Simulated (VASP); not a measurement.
# Cs2YBr6Cl (Fm-3m) in VASP: single point with PBE

Aim: the single point of Cs2YBr6Cl with PBE.

Everything below comes from runs of VASP 6.6.1. Logs are shortened: lines on timing, memory, paths and dates and some standing lists are left out, and cuts for length are marked.

## 1. The cell of the first run

It takes space group Fm-3m (No. 225, cubic). The conventional cell has a = 11.347 Å, b = 11.347 Å, c = 11.347 Å, α = 90.00°, β = 90.00°, γ = 90.00°. Within 3.8 Å of Cl (site symmetry m-3m) lie 6 Br at 2.90 Å. Br (site symmetry 4mm) has 1 Y at 2.78 Å and 1 Cl at 2.90 Å within 3.7 Å. Within 3.7 Å of Y (site symmetry m-3m) lie 6 Br at 2.78 Å. Within 5.3 Å of Cs (site symmetry -43m) lie 12 Br at 4.01 Å and 4 Cl at 4.91 Å and 4 Y at 4.91 Å.

## 2. Single point, PBE

POSCAR reads:

```
Cs2YBr6Cl
1.0
    0.0000000000      5.6735340000      5.6735340000
    5.6735340000      0.0000000000      5.6735340000
    5.6735340000      5.6735340000      0.0000000000
Cl Br Y Cs
1 6 1 2
Direct
    0.5000000000      0.5000000000      0.5000000000
    0.7554000000      0.2446000000      0.2446000000
    0.2446000000      0.7554000000      0.2446000000
    0.2446000000      0.7554000000      0.7554000000
    0.7554000000      0.2446000000      0.7554000000
    0.2446000000      0.2446000000      0.7554000000
    0.7554000000      0.7554000000      0.2446000000
    0.0000000000      0.0000000000      0.0000000000
    0.2500000000      0.2500000000      0.2500000000
    0.7500000000      0.7500000000      0.7500000000
```

INCAR.step1 reads:

```
SYSTEM = Cs2YBr6Cl
PREC = Accurate
ENCUT = 520
EDIFF = 1E-6
ISMEAR = -1
SIGMA = 0.1
LREAL = .FALSE.
LASPH = .TRUE.
NELM = 60
ALGO = Normal
ISIF = 2
LWAVE = .FALSE.
LCHARG = .TRUE.
LMAXMIX = 4
GGA = PE
NBANDS = 50
```

KPOINTS.step1 reads:

```
regular mesh
0
G
  5 5 5
  0 0 0
```

INCAR.step2 reads:

```
SYSTEM = Cs2YBr6Cl
PREC = Accurate
ENCUT = 520
EDIFF = 1E-6
ISMEAR = -5
SIGMA = 0.1
LREAL = .FALSE.
LASPH = .TRUE.
NELM = 60
ALGO = Normal
ISIF = 2
LWAVE = .FALSE.
LCHARG = .FALSE.
LMAXMIX = 4
GGA = PE
LORBIT = 11
NEDOS = 1001
ICHARG = 11
```

KPOINTS.step2 reads:

```
regular mesh
0
G
  8 8 8
  0 0 0
```

Potentials or basis: VASP PAW PBE potentials, release 64 (Cl, Br, Y_sv, Cs_sv).

Launch:

```sh
$ cat potpaw_PBE.64/Cl/POTCAR potpaw_PBE.64/Br/POTCAR potpaw_PBE.64/Y_sv/POTCAR potpaw_PBE.64/Cs_sv/POTCAR > POTCAR
$ cp INCAR.step1 INCAR
$ cp KPOINTS.step1 KPOINTS
$ mpirun -np 1 vasp_std > vasp.out
$ cp INCAR.step2 INCAR
$ cp KPOINTS.step2 KPOINTS
$ mpirun -np 1 vasp_std > vasp.out
```

OUTCAR:

```text
SYSTEM = Cs2YBr6Cl
   PREC = Accurate
   ENCUT = 520
   EDIFF = 1E-6
   ISMEAR = -5
   LREAL = .FALSE.
   LASPH = .TRUE.
   NELM = 60
   ISIF = 2
   GGA = PE
   LORBIT = 11
   ICHARG = 11

 ion  position               nearest neighbor table
   1  0.500  0.500  0.500-
   2  0.755  0.245  0.245-   8 2.78
   3  0.245  0.755  0.245-   8 2.78
   4  0.245  0.755  0.755-   8 2.78
   5  0.755  0.245  0.755-   8 2.78
   6  0.245  0.245  0.755-   8 2.78
   7  0.755  0.755  0.245-   8 2.78
   8  0.000  0.000  0.000-   2 2.78   3 2.78   4 2.78   5 2.78   6 2.78   7 2.78
   9  0.250  0.250  0.250-
  10  0.750  0.750  0.750-

  LATTYP: Found a face centered cubic cell.
 ALAT       =    11.3470680000

  Lattice vectors:

 A1 = (   0.0000000000,   5.6735340000,   5.6735340000)
 A2 = (   5.6735340000,   0.0000000000,   5.6735340000)
 A3 = (   5.6735340000,   5.6735340000,   0.0000000000)

Analysis of symmetry for initial positions (statically):
=====================================================================
 Subroutine PRICEL returns:
 Original cell was already a primitive cell.

 Routine SETGRP: Setting up the symmetry group for a
 face centered cubic supercell.

 Subroutine GETGRP returns: Found 48 space group operations
 (whereof 48 operations were pure point group operations)
 out of a pool of 48 trial point group operations.

The static configuration has the point symmetry O_h .

Analysis of symmetry for dynamics (positions and initial velocities):
=====================================================================
 Subroutine PRICEL returns:
 Original cell was already a primitive cell.

 Routine SETGRP: Setting up the symmetry group for a
 face centered cubic supercell.

 Subroutine GETGRP returns: Found 48 space group operations
 (whereof 48 operations were pure point group operations)
 out of a pool of 48 trial point group operations.

The dynamic configuration has the point symmetry O_h .

 Subroutine INISYM returns: Found 48 space group operations
 (whereof 48 operations are pure point group operations),
 and found     1 'primitive' translations

----------------------------------------------------------------------------------------

                                     Primitive cell

  volume of cell :     365.2506

  direct lattice vectors                    reciprocal lattice vectors
     0.000000000  5.673534000  5.673534000    -0.088128493  0.088128493  0.088128493
     5.673534000  0.000000000  5.673534000     0.088128493 -0.088128493  0.088128493
     5.673534000  5.673534000  0.000000000     0.088128493  0.088128493 -0.088128493

  length of vectors
     8.023588729  8.023588729  8.023588729     0.152643027  0.152643027  0.152643027

  position of ions in fractional coordinates (direct lattice)
     0.500000000  0.500000000  0.500000000
     0.755400000  0.244600000  0.244600000
     0.244600000  0.755400000  0.244600000
     0.244600000  0.755400000  0.755400000
     0.755400000  0.244600000  0.755400000
     0.244600000  0.244600000  0.755400000
     0.755400000  0.755400000  0.244600000
     0.000000000  0.000000000  0.000000000
     0.250000000  0.250000000  0.250000000
     0.750000000  0.750000000  0.750000000

  ion indices of the primitive-cell ions
   primitive index   ion index
                 1           1
                 2           2
                 3           3
                 4           4
                 5           5
                 6           6
                 7           7
                 8           8
                 9           9
                10          10

----------------------------------------------------------------------------------------

 KPOINTS: regular mesh

Automatic generation of k-mesh.
 Grid dimensions read from file:
 generate k-points for:    8    8    8

 Generating k-lattice:

  Cartesian coordinates                     Fractional coordinates (reciprocal lattice)
    -0.011016062  0.011016062  0.011016062     0.125000000  0.000000000  0.000000000
     0.011016062 -0.011016062  0.011016062     0.000000000  0.125000000  0.000000000
     0.011016062  0.011016062 -0.011016062     0.000000000  0.000000000  0.125000000

  Length of vectors
     0.019080378  0.019080378  0.019080378

  Shift w.r.t. Gamma in fractional coordinates (k-lattice)
     0.000000000  0.000000000  0.000000000

 TETIRR: Found     76 inequivalent tetrahedra from     3072

 Subroutine IBZKPT returns following result:
 ===========================================

 Found     29 irreducible k-points:

 Following reciprocal coordinates:
            Coordinates               Weight
  0.000000  0.000000  0.000000      1.000000
  0.125000  0.000000  0.000000      8.000000
  0.250000  0.000000  0.000000      8.000000
  0.375000  0.000000  0.000000      8.000000
  0.500000  0.000000  0.000000      4.000000
  0.125000  0.125000  0.000000      6.000000
[... 16 lines left out ...]
  0.500000  0.250000  0.125000     48.000000
 -0.375000  0.250000  0.125000     24.000000
 [... further k-points ...]
   k-points           NKPTS =     29   k-points in BZ     NKDIM =     29   number of bands    NBANDS=     46
   number of dos      NEDOS =   1001   number of ions     NIONS =     10
   total plane-waves  NPLWV = 216000
   dimension x,y,z NGX =    60 NGY =   60 NGZ =   60
   dimension x,y,z NGXF=   120 NGYF=  120 NGZF=  120
   ions per type =               1   6   1   2
   NGX,Y,Z   is equivalent  to a cutoff of  12.43, 12.43, 12.43 a.u.
   NGXF,Y,Z  is equivalent  to a cutoff of  24.86, 24.86, 24.86 a.u.
 SYSTEM =  Cs2YBr6Cl
   PREC   = accura    normal or accurate (medium, high low for compatibility)
   ISTART =      0    job   : 0-new  1-cont  2-samecut
   ICHARG =     11    charge: 1-file 2-atom 10-const
   ISPIN  =      1    spin polarized calculation?
   LNONCOLLINEAR =      F non collinear calculations
   LSORBIT =      F    spin-orbit coupling
   LASPH  =      T    aspherical Exc in radial PAW
   ENCUT  =  520.0 eV  38.22 Ry    6.18 a.u.  14.92 14.92 14.92*2*pi/ulx,y,z
   NELM   =     60;   NELMIN=  2; NELMDL=  0     # of ELM steps
   EDIFF  = 0.1E-05   stopping-criterion for ELM
   LREAL  =      F    real-space projection
   EDIFFG = 0.1E-04   stopping-criterion for IOM
   NSW    =      0    number of steps for IOM
   IBRION =     -1    ionic relax: 0-MD 1-quasi-New 2-CG
   NFREE  =      0    steps in history (QN), initial steepest desc. (CG)
   ISIF   =      2    stress and relaxation
   ISYM   =      2    0-nonsym 1-usesym 2-fastsym
   POTIM  = 0.5000    time-step for ionic-motion
   TEBEG  =    0.0;   TEEND  =   0.0 temperature during run
   PSTRESS=    0.0 pullay stress
   NELECT =      78.0000    total number of electrons
   NUPDOWN=      -1.0000    fix difference up-down
   EMIN   =  10.00;   EMAX   =-10.00  energy-range for DOS
   EFERMI =   0.00;   METHOD = LEGACY
   ISMEAR =    -5;   SIGMA  =   0.10  broadening in eV -4-tet -1-fermi 0-gaus
   EFERMI_NEDOS =   21; number of points for ismear=-14 and -15
   IALGO  =     38    algorithm
   IMIX   =      4    mixing-type and parameters
     AMIX     =   0.40;   BMIX     =  1.00
     AMIX_MAG =   1.60;   BMIX_MAG =  1.00
  volume/ion in A,a.u.               =      36.53       246.48
  Fermi-wavevector in a.u.,A,eV,Ry     =   0.978534  1.849162 13.027977  0.957529
  Thomas-Fermi vector in A             =   2.109317
   LORBIT       =     11    0 simple, 1 ext, 2 COOP (PROOUT), +10 PAW based schemes
   GGA     = PE    functional components
   LHFCALC =     F    Hartree Fock is set to
   AEXX    =    0.0000 exact exchange contribution
   IVDW    =     0    specifies the selected vdW correction
   LEPSILON=     F    determine dielectric tensor
   LRPA    =     F    only Hartree local field effects (RPA)
 non-spin polarized calculation
 Fermi weights with tetrahedron method with Bloechl corrections
  energy-cutoff  :      520.00
  volume of cell :      365.25
 maximum number of plane-waves:      9865

 number of electron      77.9999998 magnetization

 Free energy of the ion-electron system (eV)
  ---------------------------------------------------
  ext. energy  EPLUGINS =         0.00000000
  ---------------------------------------------------
  free energy    TOTEN  =       -33.03550777 eV

  energy without entropy =      -33.03550777  energy(sigma->0) =      -33.03550777

 E-fermi :   0.0650     XC(G=0):  -7.8724

 val. band max:        0.1182081317   @ k =   0.5000   0.3750   0.0000
 cond. band min:       0.0586701702   @ k =   0.1250   0.0000   0.0000
 fundamental gap:     -0.0595379615
 Fermi energy:         0.0649688052

 k-point     1 :       0.0000    0.0000    0.0000
  band No.  band energies     occupation
      1     -41.6048      2.00000
      2     -21.6468      2.00000
      3     -21.6468      2.00000
      4     -21.6468      2.00000
      5     -20.1971      2.00000
      6     -20.1919      2.00000
[... 38 lines left out ...]
     45       5.1965      0.00000
     46       5.1965      0.00000
[... 1086 lines left out ...]
      6     -20.1941      2.00000
[... 38 lines left out ...]
     45       5.8875      0.00000
     46       6.2907      0.00000

 [... further k-points ...]

------------------------ aborting loop because EDIFF is reached ----------------------------------------

  FORCE on cell =-STRESS in cart. coord.  units (eV):
  Direction    XX          YY          ZZ          XY          YZ          ZX
  --------------------------------------------------------------------------------------
  -------------------------------------------------------------------------------------
  Total        3.0282746      3.0282746      3.0282746      0.0000000      0.0000000      0.0000000
  in kB       13.2835713     13.2835713     13.2835713      0.0000000      0.0000000      0.0000000
  external PRESSURE =      13.2835713 kB  Pullay stress =       0.0000000 kB

 VOLUME and BASIS-vectors are now :
 -----------------------------------------------------------------------------
  energy-cutoff  :      520.00
  volume of cell :      365.25
      direct lattice vectors                 reciprocal lattice vectors
     0.000000000  5.673534000  5.673534000    -0.088128493  0.088128493  0.088128493
     5.673534000  0.000000000  5.673534000     0.088128493 -0.088128493  0.088128493
     5.673534000  5.673534000  0.000000000     0.088128493  0.088128493 -0.088128493

 POSITION                                       TOTAL-FORCE (eV/Angst)
 -----------------------------------------------------------------------------------
      5.67353      5.67353      5.67353        -0.000000     -0.000000      0.000000
      2.77549      5.67353      5.67353        -0.349364     -0.000000      0.000000
      5.67353      2.77549      5.67353        -0.000000     -0.349364      0.000000
      8.57158      5.67353      5.67353         0.349364     -0.000000      0.000000
      5.67353      8.57158      5.67353        -0.000000      0.349364      0.000000
      5.67353      5.67353      2.77549        -0.000000     -0.000000     -0.349364
      5.67353      5.67353      8.57158        -0.000000     -0.000000      0.349364
      0.00000      0.00000      0.00000        -0.000000     -0.000000      0.000000
      2.83677      2.83677      2.83677         0.000000      0.000000      0.000000
      8.51030      8.51030      8.51030        -0.000000     -0.000000      0.000000
 -----------------------------------------------------------------------------------
    total drift:                               -0.000000      0.000000      0.000000

  FREE ENERGIE OF THE ION-ELECTRON SYSTEM (eV)
  ---------------------------------------------------
  free  energy   TOTEN  =       -33.0355077685 eV

  energy  without entropy=      -33.0355077685  energy(sigma->0) =      -33.03550777

 total charge

# of ion       s       p       d       f       tot
--------------------------------------------------
    1        1.642   3.322   0.000   0.000   4.964
    2        1.617   3.232   0.011   0.000   4.860
    3        1.617   3.232   0.011   0.000   4.860
    4        1.617   3.232   0.011   0.000   4.860
    5        1.617   3.232   0.011   0.000   4.860
    6        1.617   3.232   0.011   0.000   4.860
    7        1.617   3.232   0.011   0.000   4.860
    8        2.196   6.334   0.922   0.066   9.518
    9        1.830   4.711   0.015   0.000   6.557
   10        1.830   4.711   0.015   0.000   6.557
--------------------------------------------------
tot         17.199  38.469   1.019   0.066  56.753
```

Wall time 6.5 min (1 thread of Intel Xeon Platinum 8488C (Sapphire Rapids), shared host); peak memory 0.78 GiB.

Results:

- Valence electrons inside the program's atomic spheres: Cl 4.96; Br 4.86; Y 9.52; Cs 6.56

Levels at points of the mesh, in eV from the Fermi level:
```
           k point  band 37  band 38  band 39  band 40  band 41  band 42
(0.00, 0.00, 0.00)    -0.64     0.04     0.04     0.04     3.73     3.73
(0.50, 0.00, 0.00)    -0.87    -0.77    -0.39    -0.39     3.99     4.01
(0.50, 0.50, 0.00)    -0.65     0.14     0.14     0.19     3.79     4.24
```

Caveat: spin-orbit coupling is left out, which moves the levels of the heavy elements.
